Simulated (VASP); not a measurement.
# La (Im-3m) in VASP: further runs

The runs below take La through single point, with LDA, r2SCAN.

All numbers are computed with VASP 6.6.1; they aren't measurements. Logs are shortened: lines on timing, memory, paths and dates and some standing lists are left out, and cuts for length are marked.

### 1 The cell of the first run

The structure is cubic, space group Im-3m (No. 229). Conventional cell: a = 4.276 Å, b = 4.276 Å, c = 4.276 Å, α = 90.00°, β = 90.00°, γ = 90.00°. Within 4.9 Å of La (site symmetry m-3m) lie 14 La at 3.70 to 4.28 Å.

### 2 Single point, LDA

Input file INCAR:

```
SYSTEM = La
PREC = Accurate
ENCUT = 520
EDIFF = 1E-7
ISMEAR = -1
SIGMA = 0.05
LREAL = .FALSE.
LASPH = .TRUE.
NELM = 100
ALGO = Fast
ISIF = 2
LWAVE = .FALSE.
LCHARG = .FALSE.
GGA = CA
NBANDS = 12
```

Input file KPOINTS:

```
Automatic mesh
0
G
  9 9 9
  0 0 0
```

Input file POSCAR:

```
La
1.0
   -2.1378965873      2.1378965873      2.1378965873
    2.1378965873     -2.1378965873      2.1378965873
    2.1378965873      2.1378965873     -2.1378965873
La
1
Direct
    0.0000000000      0.0000000000      0.0000000000
```

Potentials or basis: VASP PAW LDA potentials, release 64 (La).

Run with:

```
$ cat potpaw_LDA.64/La/POTCAR > POTCAR
$ mpirun -np 1 vasp_std > vasp.out
```

OUTCAR:

```text
SYSTEM = La
   PREC = Accurate
   ENCUT = 520
   EDIFF = 1E-7
   ISMEAR = -1
   LREAL = .FALSE.
   LASPH = .TRUE.
   NELM = 100
   ISIF = 2
   GGA = CA

 ion  position               nearest neighbor table
   1  0.000  0.000  0.000-

  LATTYP: Found a body centered cubic cell.
 ALAT       =     4.2757931746

  Lattice vectors:

 A1 = (  -2.1378965873,   2.1378965873,   2.1378965873)
 A2 = (   2.1378965873,  -2.1378965873,   2.1378965873)
 A3 = (   2.1378965873,   2.1378965873,  -2.1378965873)

Analysis of symmetry for initial positions (statically):
=====================================================================
 Subroutine PRICEL returns:
 Original cell was already a primitive cell.

 Routine SETGRP: Setting up the symmetry group for a
 body centered cubic supercell.

 Subroutine GETGRP returns: Found 48 space group operations
 (whereof 48 operations were pure point group operations)
 out of a pool of 48 trial point group operations.

The static configuration has the point symmetry O_h .

Analysis of symmetry for dynamics (positions and initial velocities):
=====================================================================
 Subroutine PRICEL returns:
 Original cell was already a primitive cell.

 Routine SETGRP: Setting up the symmetry group for a
 body centered cubic supercell.

 Subroutine GETGRP returns: Found 48 space group operations
 (whereof 48 operations were pure point group operations)
 out of a pool of 48 trial point group operations.

The dynamic configuration has the point symmetry O_h .

 Subroutine INISYM returns: Found 48 space group operations
 (whereof 48 operations are pure point group operations),
 and found     1 'primitive' translations

----------------------------------------------------------------------------------------

                                     Primitive cell

  volume of cell :      39.0859

  direct lattice vectors                    reciprocal lattice vectors
    -2.137896587  2.137896587  2.137896587     0.000000000  0.233874736  0.233874736
     2.137896587 -2.137896587  2.137896587     0.233874736  0.000000000  0.233874736
     2.137896587  2.137896587 -2.137896587     0.233874736  0.233874736  0.000000000

  length of vectors
     3.702945511  3.702945511  3.702945511     0.330748824  0.330748824  0.330748824

  position of ions in fractional coordinates (direct lattice)
     0.000000000  0.000000000  0.000000000

  ion indices of the primitive-cell ions
   primitive index   ion index
                 1           1

----------------------------------------------------------------------------------------

 KPOINTS: Automatic mesh

Automatic generation of k-mesh.
 Grid dimensions read from file:
 generate k-points for:    9    9    9

 Generating k-lattice:

  Cartesian coordinates                     Fractional coordinates (reciprocal lattice)
     0.000000000  0.025986082  0.025986082     0.111111111  0.000000000  0.000000000
     0.025986082  0.000000000  0.025986082     0.000000000  0.111111111  0.000000000
     0.025986082  0.025986082  0.000000000     0.000000000  0.000000000  0.111111111

  Length of vectors
     0.036749869  0.036749869  0.036749869

  Shift w.r.t. Gamma in fractional coordinates (k-lattice)
     0.000000000  0.000000000  0.000000000

 Subroutine IBZKPT returns following result:
 ===========================================

 Found     35 irreducible k-points:

 Following reciprocal coordinates:
            Coordinates               Weight
  0.000000  0.000000  0.000000      1.000000
  0.111111  0.000000  0.000000     12.000000
  0.222222  0.000000  0.000000     12.000000
  0.333333  0.000000  0.000000     12.000000
  0.444444  0.000000  0.000000     12.000000
  0.111111  0.111111  0.000000     24.000000
[... 16 lines left out ...]
 -0.333333  0.444444  0.111111     48.000000
 -0.444444 -0.444444  0.111111     24.000000
 [... further k-points ...]
   k-points           NKPTS =     35   k-points in BZ     NKDIM =     35   number of bands    NBANDS=     12
   number of dos      NEDOS =    301   number of ions     NIONS =      1
   total plane-waves  NPLWV =  21952
   dimension x,y,z NGX =    28 NGY =   28 NGZ =   28
   dimension x,y,z NGXF=    56 NGYF=   56 NGZF=   56
   ions per type =               1
   NGX,Y,Z   is equivalent  to a cutoff of  12.57, 12.57, 12.57 a.u.
   NGXF,Y,Z  is equivalent  to a cutoff of  25.14, 25.14, 25.14 a.u.
 SYSTEM =  La
   PREC   = accura    normal or accurate (medium, high low for compatibility)
   ISTART =      0    job   : 0-new  1-cont  2-samecut
   ICHARG =      2    charge: 1-file 2-atom 10-const
   ISPIN  =      1    spin polarized calculation?
   LNONCOLLINEAR =      F non collinear calculations
   LSORBIT =      F    spin-orbit coupling
   LASPH  =      T    aspherical Exc in radial PAW
   ENCUT  =  520.0 eV  38.22 Ry    6.18 a.u.   6.89  6.89  6.89*2*pi/ulx,y,z
   NELM   =    100;   NELMIN=  2; NELMDL= -5     # of ELM steps
   EDIFF  = 0.1E-06   stopping-criterion for ELM
   LREAL  =      F    real-space projection
   EDIFFG = 0.1E-05   stopping-criterion for IOM
   NSW    =      0    number of steps for IOM
   IBRION =     -1    ionic relax: 0-MD 1-quasi-New 2-CG
   NFREE  =      0    steps in history (QN), initial steepest desc. (CG)
   ISIF   =      2    stress and relaxation
   ISYM   =      2    0-nonsym 1-usesym 2-fastsym
   POTIM  = 0.5000    time-step for ionic-motion
   TEBEG  =    0.0;   TEEND  =   0.0 temperature during run
   PSTRESS=    0.0 pullay stress
   NELECT =      11.0000    total number of electrons
   NUPDOWN=      -1.0000    fix difference up-down
   EMIN   =  10.00;   EMAX   =-10.00  energy-range for DOS
   EFERMI =   0.00;   METHOD = LEGACY
   ISMEAR =    -1;   SIGMA  =   0.05  broadening in eV -4-tet -1-fermi 0-gaus
   EFERMI_NEDOS =   21; number of points for ismear=-14 and -15
   IALGO  =     68    algorithm
   IMIX   =      4    mixing-type and parameters
     AMIX     =   0.40;   BMIX     =  1.00
     AMIX_MAG =   1.60;   BMIX_MAG =  1.00
  volume/ion in A,a.u.               =      39.09       263.76
  Fermi-wavevector in a.u.,A,eV,Ry     =   1.072834  2.027362 15.659924  1.150972
  Thomas-Fermi vector in A             =   2.208615
   LORBIT       =      0    0 simple, 1 ext, 2 COOP (PROOUT), +10 PAW based schemes
   GGA     = CA    functional components
   LHFCALC =     F    Hartree Fock is set to
   AEXX    =    0.0000 exact exchange contribution
   IVDW    =     0    specifies the selected vdW correction
   LEPSILON=     F    determine dielectric tensor
   LRPA    =     F    only Hartree local field effects (RPA)
 non-spin polarized calculation
 RMM-DIIS sequential band-by-band and
  energy-cutoff  :      520.00
  volume of cell :       39.09
 maximum number of plane-waves:      1061
   NGX = 13   NGY = 13   NGZ = 13

 number of electron      10.9999998 magnetization

 Free energy of the ion-electron system (eV)
  ---------------------------------------------------
  ext. energy  EPLUGINS =         0.00000000
  ---------------------------------------------------
  free energy    TOTEN  =        -5.36116855 eV

  energy without entropy =       -5.33319674  energy(sigma->0) =       -5.34718265

 E-fermi :   7.1814     XC(G=0):  -9.5604

 val. band max:        7.1527684008   @ k =  -0.2222   0.3333   0.1111
 cond. band min:       7.1843540145   @ k =   0.3333   0.2222   0.0000
 fundamental gap:      0.0315856136
 Fermi energy:         7.1814225048

 k-point     1 :       0.0000    0.0000    0.0000
  band No.  band energies     occupation
      1     -25.6671      2.00000
      2      -8.7353      2.00000
      3      -8.7353      2.00000
      4      -8.7353      2.00000
      5       3.9538      2.00000
      6       8.4444      0.00000
      7       8.4444      0.00000
      8       8.4445      0.00000
      9       8.5841      0.00000
     10       8.5841      0.00000
     11       9.0761      0.00000
     12       9.0781      0.00000

 k-point     2 :       0.1111    0.0000    0.0000
  band No.  band energies     occupation
      1     -25.6473      2.00000
      2      -8.8933      2.00000
      3      -8.7821      2.00000
      4      -8.7370      2.00000
      5       4.3117      2.00000
      6       8.0915      0.00000
      7       8.1106      0.00000
      8       8.4377      0.00000
      9       8.6298      0.00000
     10       8.7692      0.00000
     11       8.7705      0.00000
     12       9.0615      0.00000

 k-point     3 :       0.2222    0.0000    0.0000
  band No.  band energies     occupation
      1     -25.5967      2.00000
      2      -9.2707      2.00000
      3      -8.8978      2.00000
      4      -8.7414      2.00000
      5       5.1206      2.00000
      6       7.6512      0.00017
      7       7.7239      0.00004
      8       8.4299      0.00000
      9       8.6785      0.00000
     10       8.8059      0.00000
     11       8.8925      0.00000
     12       9.0096      0.00000
[... 286 lines left out ...]
 k-point    23 :      -0.3333    0.4444    0.1111
  band No.  band energies     occupation
      1     -25.4824      2.00000
      2      -9.7330      2.00000
      3      -9.2471      2.00000
      4      -8.9312      2.00000
      5       6.2493      2.00000
      6       7.1335      1.44528
      7       7.8337      0.00000
      8       8.4138      0.00000
      9       8.6461      0.00000
     10       8.8037      0.00000
     11       8.9818      0.00000
     12       9.0457      0.00000

 k-point    24 :      -0.4444   -0.4444    0.1111
  band No.  band energies     occupation
      1     -25.4643      2.00000
      2      -9.8197      2.00000
      3      -9.3078      2.00000
      4      -8.9307      2.00000
      5       6.1342      2.00000
      6       7.3892      0.03085
      7       7.7076      0.00005
      8       8.3339      0.00000
      9       8.6929      0.00000
     10       8.8661      0.00000
     11       9.0158      0.00000
     12       9.0987      0.00000

 [... further k-points ...]
[... 5 lines left out ...]
  --------------------------------------------------------------------------------------
  -------------------------------------------------------------------------------------
  Total       -1.0346578     -1.0346578     -1.0346578     -0.0000000     -0.0000000      0.0000000
  in kB      -42.4118516    -42.4118516    -42.4118516     -0.0000000     -0.0000000      0.0000000
  external PRESSURE =     -42.4118516 kB  Pullay stress =       0.0000000 kB

 VOLUME and BASIS-vectors are now :
 -----------------------------------------------------------------------------
  energy-cutoff  :      520.00
  volume of cell :       39.09
      direct lattice vectors                 reciprocal lattice vectors
    -2.137896587  2.137896587  2.137896587     0.000000000  0.233874736  0.233874736
     2.137896587 -2.137896587  2.137896587     0.233874736  0.000000000  0.233874736
     2.137896587  2.137896587 -2.137896587     0.233874736  0.233874736  0.000000000

 POSITION                                       TOTAL-FORCE (eV/Angst)
 -----------------------------------------------------------------------------------
      0.00000      0.00000      0.00000         0.000000      0.000000      0.000000
 -----------------------------------------------------------------------------------
    total drift:                               -0.000000      0.000000     -0.000000

  FREE ENERGIE OF THE ION-ELECTRON SYSTEM (eV)
  ---------------------------------------------------
  free  energy   TOTEN  =        -5.3611685512 eV

  energy  without entropy=       -5.3331967446  energy(sigma->0) =       -5.34718265
```

It took 22 s on 1 thread of Intel Xeon 6975P-C (Granite Rapids), shared host; peak memory 0.15 GiB.

Results:

- Free energy: -5.3612 eV
- Pressure: -4.2 GPa

Levels at points of the mesh, in eV from the Fermi level:
```tsv
k point	band 2	band 3	band 4	band 5	band 6	band 7	band 8	band 9
(0.00, 0.00, 0.00)	-15.92	-15.92	-15.92	-3.23	1.26	1.26	1.26	1.40
```

Caveat: spin-orbit coupling is left out, which moves the levels of the heavy elements.

(Part 1 of 2 ends here.)
